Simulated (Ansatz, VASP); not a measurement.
## BAs in VASP and in Ansatz

```xyz
2
Lattice="0.0000 2.4353 2.4353 2.4353 0.0000 2.4353 2.4353 2.4353 0.0000" Properties=species:S:1:pos:R:3 pbc="T T T"
B     0.0000    0.0000    0.0000
As    1.2177    1.2177    1.2177
```

Change from the starting cell: volume scaled by 1.06, ions relaxed.

Alike in both runs: functional PBE; k mesh 16 × 16 × 16; occupations fermi-dirac, width 0.02 eV; no spin polarisation.

Ansatz relaxed the structure, and its values are those at the end. VASP's run is a single point on that final structure, the one shown.

|  | VASP | Ansatz |
| --- | --- | --- |
| version | VASP 6.6.1 | Ansatz 0.2.0 |
| potentials or method | VASP PAW PBE potentials, release 64 (B, As) | plane-wave PAW, scalar-relativistic |
| plane-wave cutoff (eV) | 520 | 420 |
| valence electrons in the cell | 8 | 18 |

|  | VASP | Ansatz | Ansatz less VASP |
| --- | --- | --- | --- |
| gap on the k mesh at the Fermi level (eV) | 1.24 | 1.25 | +0.007 |
| pressure (GPa) | -4.1 | -4.6 | -0.49 |

The functional is the same, so the differences come from potentials, cutoffs and numerics. VASP's potentials hold 8 valence electrons a cell and Ansatz's 18, so a difference there can come from the potentials and not from the codes. Ansatz's warnings: stress scf threshold loose.
